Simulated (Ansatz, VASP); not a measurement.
## Two plane-wave programs on KCl

The input INCAR:

```
ALGO = Normal
EDIFF = 1E-6
ENCUT = 520
GGA = PE
ISIF = 2
ISMEAR = 0
LASPH = True
LCHARG = False
LREAL = False
LWAVE = False
NBANDS = 15
NELM = 80
PREC = Accurate
SIGMA = 0.05
```

File KPOINTS:

```
k-points
0
Gamma
  6 6 6
```

Contents of POSCAR:

```
KCl
1.0
    0.0000000000      3.1561000000      3.1561000000
    3.1561000000      0.0000000000      3.1561000000
    3.1561000000      3.1561000000      0.0000000000
K Cl
1 1
Direct
    0.0198029213      0.0198029213     -0.0198029213
    0.5000000000      0.5000000000      0.5000000000
```

Input for Ansatz:

```yaml
crystal:
  lattice:
    - [0.0, 3.1561, 3.1561]
    - [3.1561, 0.0, 3.1561]
    - [3.1561, 3.1561, 0.0]
  atoms:
    - { symbol: K, position: [0.0198029213, 0.0198029213, -0.0198029213] }
    - { symbol: Cl, position: [0.5, 0.5, 0.5] }
basis:
  ecutwfc: 420
kpoints:
  mp_grid: { grid: [6, 6, 6] }
hamiltonian:
  xc: pbe
scf:
  occupations: { method: gaussian, width: 0.05 }
output:
  forces: true
  stress: true
  eigenvalues: true
```

Change from the starting cell: all K atoms moved +0.125 Å, as atom 1 along Cartesian [0 0 1].

Alike in both runs: task single point; functional PBE; k mesh 6 × 6 × 6; occupations gaussian, width 0.05 eV; no spin polarisation.

```csv
,VASP,Ansatz
version,VASP 6.6.1,Ansatz 0.2.0
potentials or method,"VASP PAW PBE potentials, release 64 (K_sv, Cl), cutoff 520 eV","scalar-relativistic, plane waves, PAW"
valence electrons in the cell,16,16
```

Ansatz gave:

- gap on the k mesh at the Fermi level (eV): 5.16
- least direct gap on the mesh (eV): 5.16
- pressure (GPa): 0.7
- traceless stress, the component that is largest in VASP (GPa): 0.26
- rms of the force components (eV/Å): 0.096

Problem. Estimate VASP's values.

Solution. gap on the k mesh at the Fermi level (eV): 5.16; least direct gap on the mesh (eV): 5.16; pressure (GPa): 0.7; traceless stress, the component that is largest in VASP (GPa): 0.27; rms of the force components (eV/Å): 0.098.

Atom by atom the forces differ by 0.002 eV/Å (rms over components). With one functional, cell and mesh, what is left measures potentials, basis and numerics.
